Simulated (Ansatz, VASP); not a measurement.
## GaSe: VASP beside Ansatz

Contents of INCAR:

```
PREC     = Accurate       # precision mode
ENCUT    = 500            # plane-wave cutoff, eV
EDIFF    = 1E-7           # SCF threshold, eV
ISMEAR   = 0              # smearing method
SIGMA    = 0.02           # smearing width, eV
LREAL    = F              # projectors in reciprocal space
LASPH    = T              # aspherical terms in the spheres
NELM     = 120            # most SCF steps
ALGO     = Normal         # electronic algorithm
ISIF     = 3              # what is computed and relaxed
LWAVE    = F              # write WAVECAR
LCHARG   = F              # write CHGCAR
GGA      = PS             # functional
IBRION   = 2              # ionic algorithm
NSW      = 70             # ionic steps
EDIFFG   = -0.005         # ionic threshold
GGA_COMPAT= F            
NELMIN   = 4
```

The input KPOINTS:

```
Automatic mesh
0
Gamma
  9 9 2
```

File POSCAR:

```
GaSe
1.0
    3.7694983809      0.0000000000      0.0000000000
   -1.8847491905      3.2644813574      0.0000000000
    0.0000000000      0.0000000000     15.9651750239
Ga Se
4 4
Direct
    0.3333333333      0.6666666667      0.1734826700
    0.6666666667      0.3333333333      0.6734826700
    0.3333333333      0.6666666667      0.3265173300
    0.6666666667      0.3333333333      0.8265173300
    0.3333333333      0.6666666667      0.5996966666
    0.6666666667      0.3333333333      0.0996966666
    0.3333333333      0.6666666667      0.9003033334
    0.6666666667      0.3333333333      0.4003033334
```

Input for Ansatz:

```yaml
crystal:
  lattice:
    - [3.7694983809, 0.0, 0.0]
    - [-1.8847491905, 3.2644813574, 0.0]
    - [0.0, 0.0, 15.9651750239]
  atoms:
    - { symbol: Ga, position: [0.3333333333, 0.6666666667, 0.17348267] }
    - { symbol: Ga, position: [0.6666666667, 0.3333333333, 0.67348267] }
    - { symbol: Ga, position: [0.3333333333, 0.6666666667, 0.32651733] }
    - { symbol: Ga, position: [0.6666666667, 0.3333333333, 0.82651733] }
    - { symbol: Se, position: [0.3333333333, 0.6666666667, 0.5996966666] }
    - { symbol: Se, position: [0.6666666667, 0.3333333333, 0.0996966666] }
    - { symbol: Se, position: [0.3333333333, 0.6666666667, 0.9003033334] }
    - { symbol: Se, position: [0.6666666667, 0.3333333333, 0.4003033334] }
basis:
  ecutwfc: 420
kpoints:
  mp_grid: { grid: [9, 9, 2] }
hamiltonian:
  xc: pbesol
scf:
  occupations: { method: gaussian, width: 0.02 }
output:
  forces: true
  stress: true
  eigenvalues: true
relax:
  adjacent_minimum: "off"
  f_tol: 0.005
  max_steps: 50
  cell: { stress_tol: 0.05 }
```

Alike in both runs: task relaxation of cell and atoms; functional PBEsol; k mesh 9 × 9 × 2; occupations gaussian, width 0.02 eV; no spin polarisation.

```csv
,VASP,Ansatz
version,VASP 6.6.1,Ansatz 0.2.0
potentials or method,"VASP PAW PBE potentials, release 64 (Ga_d, Se), cutoff 500 eV","scalar-relativistic, plane waves, PAW"
valence electrons in the cell,76,116
```

VASP gave:

| Item | Value |
| --- | --- |
| gap on the k mesh at the Fermi level, each at its own relaxed structure (eV) | 1.03 |
| relaxed volume (Å³/atom) | 24.88 |
| relaxed length of the cell vector where the two differ most in proportion (Å) | 16.368 |

Problem. What did Ansatz give for the same quantities?

Solution. gap on the k mesh at the Fermi level, each at its own relaxed structure (eV): 1.04; relaxed volume (Å³/atom): 24.84; relaxed length of the cell vector where the two differ most in proportion (Å): 16.352.

VASP's potentials were made for PBE, not for PBEsol. VASP's potentials hold 76 valence electrons a cell and Ansatz's 116, so a difference there can come from the potentials and not from the codes.
